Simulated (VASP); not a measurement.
A run of VASP 6.6.1:

The input INCAR:

```
PREC = Accurate
ENCUT = 520
EDIFF = 1E-7
ISMEAR = 0
SIGMA = 0.15
LREAL = F
LASPH = T
NELM = 60
ALGO = Normal
ISIF = 2
LWAVE = F
LCHARG = T
GGA = PE
LELF = T
LVHAR = T
NBANDS = 7
```

File KPOINTS:

```
Automatic mesh
0
Gamma
  20 20 20
```

The input POSCAR:

```
Mg
1.0
   -1.8455552300      1.8455552300      1.8213784565
    1.8455552300     -1.8455552300      1.8213784565
    1.8455552300      1.8455552300     -1.8213784565
Mg
1
Direct
    0.0000000000      0.0000000000      0.0000000000
```

Potentials or basis: VASP PAW PBE potentials, release 64 (Mg).

Launch:

```bash
$ cat potpaw_PBE.64/Mg/POTCAR > POTCAR
$ mpirun -np 1 vasp_std > vasp.out
```

Hardware: 1 thread of Intel(R) Xeon(R) 6975P-C (Granite Rapids) (shared host).

Task: Estimate the wall time of this run.

Result: Run time: 21 s on 1 thread of Intel(R) Xeon(R) 6975P-C (Granite Rapids) (shared host), peak memory 0.23 GiB. Counts: scf iterations 12, k points 641.
